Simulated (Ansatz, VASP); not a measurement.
**Two plane-wave programs on InP**

INCAR

```
SYSTEM = InP
PREC = Accurate
ENCUT = 520
EDIFF = 1E-8
ISMEAR = -1
SIGMA = 0.05
LREAL = .FALSE.
LASPH = .TRUE.
NELM = 100
ALGO = Normal
ISIF = 2
LWAVE = .FALSE.
LCHARG = .FALSE.
GGA = CA
LEFG = .TRUE.
NBANDS = 16
```

File KPOINTS:

```
regular mesh
0
G
  11 11 11
  0 0 0
```

Contents of POSCAR:

```
InP
1.0
    0.0000000000      2.8358383488      2.8358383488
    2.8358383488      0.0000000000      2.8358383488
    2.8358383488      2.8358383488      0.0000000000
In P
1 1
Direct
    0.0000000000      0.0000000000      0.0000000000
    0.5000000000      0.5000000000      0.5000000000
```

Input for Ansatz:

```yaml
crystal:
  lattice:
    - [0.0, 2.8358383488, 2.8358383488]
    - [2.8358383488, 0.0, 2.8358383488]
    - [2.8358383488, 2.8358383488, 0.0]
  atoms:
    - { symbol: In, position: [0.0, 0.0, 0.0] }
    - { symbol: P, position: [0.5, 0.5, 0.5] }
kpoints:
  mp_grid: { grid: [11, 11, 11] }
scf:
  occupations: { method: fermi_dirac, width: 0.05 }
hamiltonian:
  xc: lda
  pseudopotentials: { kind: paw }
output:
  forces: true
  stress: true
  eigenvalues: true
  efg: { contact_densities: true }
  write_density: true
  write_potential: true
  elf: true
  volumetric_format: npy
```

Change from the starting cell: volume scaled by 0.98, PAW files.

Alike in both runs: task electric field gradients; functional LDA; k mesh 11 × 11 × 11; occupations fermi-dirac, width 0.05 eV; no spin polarisation.

|  | VASP | Ansatz |
| --- | --- | --- |
| version | VASP 6.6.1 | Ansatz 0.2.0 |
| potentials or method | VASP PAW LDA potentials, release 64 (In_d, P) | PAW with Ansatz's default frozen-core files, scalar-relativistic |
| plane-wave cutoff (eV) | 520 | 420 |
| valence electrons in the cell | 18 | 18 |

Ansatz gave:

| Quantity | Value |
| --- | --- |
| pressure (GPa) | -8.9 |

**Question.** Which values does VASP return?

**Answer.** Pressure (GPa): -8.8.

LDA's correlation is that of Perdew and Zunger in VASP and of Perdew and Wang (1992) in Ansatz.
